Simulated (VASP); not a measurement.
Here is a VASP 6.6.1 calculation.

The input POSCAR:

```
NaCl
1.0
    0.0000000000      2.8883850000      2.8317500000
    2.8317500000      0.0000000000      2.8317500000
    2.8317500000      2.8883850000      0.0000000000
Na Cl
1 1
Direct
    0.0000000000      0.0000000000      0.0000000000
    0.5000000000      0.5000000000      0.5000000000
```

The input INCAR.step1:

```
SYSTEM = NaCl
PREC     = Accurate       ! precision mode
ENCUT    = 520            ! plane-wave cutoff, eV
ISMEAR   = 0              ! smearing method
SIGMA    = 0.05           ! smearing width, eV
LREAL    = .False.        ! projectors in reciprocal space
LASPH    = .True.         ! aspherical terms in the spheres
NELM     = 80             ! most SCF steps
NBANDS   = 14             ! bands
GGA      = PE             ! functional
ALGO     = Normal         ! electronic algorithm
EDIFF    = 1E-4           ! SCF threshold, eV
LWAVE    = .True.         ! write WAVECAR
LCHARG   = .False.        ! write CHGCAR
```

File INCAR.step2:

```
SYSTEM = NaCl
PREC     = Accurate       ! precision mode
ENCUT    = 520            ! plane-wave cutoff, eV
EDIFF    = 1E-7           ! SCF threshold, eV
ISMEAR   = 0              ! smearing method
SIGMA    = 0.05           ! smearing width, eV
LREAL    = .False.        ! projectors in reciprocal space
LASPH    = .True.         ! aspherical terms in the spheres
NELM     = 80             ! most SCF steps
ALGO     = Normal         ! electronic algorithm
ISIF     = 2              ! what is computed and relaxed
LWAVE    = .False.        ! write WAVECAR
LCHARG   = .False.        ! write CHGCAR
METAGGA  = R2SCAN         ! meta-GGA
LMIXTAU  = .True.       
NBANDS   = 14             ! bands
ISTART   = 1
```

KPOINTS

```
Automatic mesh
0
Gamma
  8 8 8
  0 0 0
```

Potentials or basis: VASP PAW PBE potentials, release 64 (Na_pv, Cl).

Run with:

```sh
$ cat potpaw_PBE.64/Na_pv/POTCAR potpaw_PBE.64/Cl/POTCAR > POTCAR
$ cp INCAR.step1 INCAR
$ mpirun -np 1 vasp_std > vasp.out
$ cp INCAR.step2 INCAR
$ mpirun -np 1 vasp_std > vasp.out
```

**Question.** What does it give for the band gap on the k mesh?

**Answer.** 5.78 eV.

**Question.** Estimate the pressure.

**Answer.** -1.4 GPa.

Stress tensor (GPa, compression positive):
```
-1.18  0.00  0.00
 0.00 -1.89  0.00
 0.00  0.00 -1.18
```

Caveat: the cell differs from its parent crystal (strain +0.0200 x Voigt [0, 1, 0, 0, 0, 0]); the PAW data sets were made with another functional, which shifts forces and pressure a little. A k mesh can miss the band edges.
